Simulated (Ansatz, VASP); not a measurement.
One calculation of Mg2I, two programs

```xyz
3
Lattice="0.0000 3.3930 3.3930 3.3930 0.0000 3.3930 3.3930 3.3930 0.0000" Properties=species:S:1:pos:R:3 pbc="T T T"
Mg    1.6965    1.6965    1.6965
Mg    5.0895    5.0895    5.0895
I     0.0000    0.0000    0.0000
```

Alike in both runs: task relaxation of cell and atoms; functional PBE; k mesh 4 × 4 × 4; occupations gaussian, width 0.1 eV; no spin polarisation.

```csv
,VASP,Ansatz
version,VASP 6.6.1,Ansatz 0.2.0
potentials or method,"VASP PAW PBE potentials, release 64 (Mg, I), cutoff 600 eV","scalar-relativistic, plane waves, PAW"
valence electrons in the cell,11,37
```

Ansatz gave:

| Item | Value |
| --- | --- |
| gap on the k mesh at the Fermi level, each at its own relaxed structure (eV) | none |
| relaxed volume (Å³/atom) | 39.02 |
| relaxed length of the cell vector where the two differ most in proportion (Å) | 5.491 |

Q: What did VASP give for the same quantities?

A: gap on the k mesh at the Fermi level, each at its own relaxed structure (eV): none; relaxed volume (Å³/atom): 39.30; relaxed length of the cell vector where the two differ most in proportion (Å): 5.504.

A gap of «none» marks a metal or a gap that the smearing closes. VASP's potentials hold 11 valence electrons a cell and Ansatz's 37, so a difference there can come from the potentials and not from the codes.

The k mesh is coarse, so the values compare programs but aren't converged. Neither program's run includes spin-orbit coupling. Noted on VASP's run: the volume moved by over 15 % at a fixed basis, so the end points are rough.
